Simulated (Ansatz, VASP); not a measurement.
# InSe: VASP beside Ansatz

```xyz
8
Lattice="4.0266 0.0000 0.0000 -2.0133 3.4871 0.0000 0.0000 0.0000 28.2707" Properties=species:S:1:pos:R:3 pbc="T T T"
Se    0.0000    0.0000    4.5000
Se    0.0000    0.0000    9.8854
Se   -0.4474    1.5498   13.3954
Se   -0.4474    1.5498   18.7807
In    2.0133    1.1624    5.7954
In    2.0133    1.1624    8.5899
In    1.5659    2.7122   14.6908
In    1.5659    2.7122   17.4853
```

Alike in both runs: task single point; functional PBE; dispersion D3(BJ); k mesh 9 × 9 × 1; occupations gaussian, width 0.05 eV; no spin polarisation.

```csv
,VASP,Ansatz
version,VASP 6.6.1,Ansatz 0.2.0
potentials or method,"VASP PAW PBE potentials, release 64 (Se, In_d), cutoff 400 eV","scalar-relativistic, plane waves, PAW"
valence electrons in the cell,76,116
```

```csv
,VASP,Ansatz,Ansatz less VASP
gap on the k mesh at the Fermi level (eV),1.20,1.21,+0.011
least direct gap on the mesh (eV),1.24,1.25,+0.009
rms of the force components (eV/Å),0.020,0.018,-0.0025
```

VASP's potentials hold 76 valence electrons a cell and Ansatz's 116, so a difference there can come from the potentials and not from the codes.
